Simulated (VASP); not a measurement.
A run of VASP 6.6.1:

The input INCAR:

```
PREC = Accurate
ENCUT = 520
EDIFF = 1E-7
ISMEAR = 0
SIGMA = 0.05
LREAL = False
LASPH = True
NELM = 100
ALGO = Normal
ISIF = 2
LWAVE = False
LCHARG = False
GGA = PE
NBANDS = 19
```

File KPOINTS:

```
Automatic mesh
0
Gamma
  6 6 6
```

The input POSCAR:

```
SrCl2
1.0
    0.0000000000      3.5192262993      3.5192262993
    3.5192262993      0.0000000000      3.5192262993
    3.5192262993      3.5192262993      0.0000000000
Sr Cl
1 2
Direct
    0.0000000000      0.0000000000      0.0000000000
    0.2500000000      0.2500000000      0.2500000000
    0.7500000000      0.7500000000      0.7500000000
```

Potentials or basis: VASP PAW PBE potentials, release 64 (Sr_sv, Cl).

Command:

```console
$ cat potpaw_PBE.64/Sr_sv/POTCAR potpaw_PBE.64/Cl/POTCAR > POTCAR
$ mpirun -np 1 vasp_std > vasp.out
```

Hardware: 1 thread of Intel(R) Xeon(R) Platinum 8559C (Emerald Rapids) (shared host).

Task: How long does it take, and how much memory?

Result: Wall time 22 s on 1 thread of Intel(R) Xeon(R) Platinum 8559C (Emerald Rapids) (shared host), peak memory 0.24 GiB. Counts: scf iterations 14, k points 16.
